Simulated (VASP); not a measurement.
Input of a VASP 6.6.1 run:

File INCAR:

```
PREC = Accurate ; ENCUT = 600
EDIFF = 1E-7 ; ISMEAR = 0
SIGMA = 0.1 ; LREAL = F
LASPH = T ; NELM = 60
ALGO = Normal ; ISIF = 3
LWAVE = F ; LCHARG = F
GGA = PE ; IBRION = 2
NSW = 90 ; EDIFFG = -0.04
```

Contents of KPOINTS:

```
Automatic mesh
0
Gamma
  3 3 4
```

POSCAR

```
Y2Lu3F
1.0
    6.0196320300      0.0000000000      0.0000000000
   -3.0098160200      5.2131542600      0.0000000000
    0.0000000000      0.0000000000      3.9963567600
Y Lu F
2 3 1
Direct
    0.6666666700      0.3333333300      0.0000000000
    0.3333333300      0.6666666700      0.0000000000
    0.0000000000      0.5000000000      0.5000000000
    0.5000000000      0.5000000000      0.5000000000
    0.5000000000      0.0000000000      0.5000000000
    0.0000000000      0.0000000000      0.0000000000
```

Potentials or basis: VASP PAW PBE potentials, release 64 (Y_sv, Lu, F).

The run is started by

```console
$ cat potpaw_PBE.64/Y_sv/POTCAR potpaw_PBE.64/Lu/POTCAR potpaw_PBE.64/F/POTCAR > POTCAR
$ mpirun -np 1 vasp_std > vasp.out
```

Q: Predict the band gap on the k mesh.

A: Zero (bands 52 and 53 overlap by 0.50 eV).

Q: What does it give for the relaxed cell?

A: a = 6.268 Å, b = 6.268 Å, c = 5.746 Å, α = 90.00°, β = 90.00°, γ = 120.00°.

Final structure:
```yaml
crystal:
  lattice:
    - [6.26751, 0.00000, 0.00000]
    - [-3.13375, 5.42782, 0.00000]
    - [0.00000, 0.00000, 5.74643]
  atoms:
    - { symbol: Y, position: [0.66667, 0.33333, 0.00000] }
    - { symbol: Y, position: [0.33333, 0.66667, 0.00000] }
    - { symbol: Lu, position: [0.00000, 0.50000, 0.50000] }
    - { symbol: Lu, position: [0.50000, 0.50000, 0.50000] }
    - { symbol: Lu, position: [0.50000, 0.00000, 0.50000] }
    - { symbol: F, position: [0.00000, 0.00000, 0.00000] }
```

Caveat: the k points lie up to 0.39 Å⁻¹ apart in the final cell; spin-orbit coupling is left out, which moves the levels of the heavy elements.
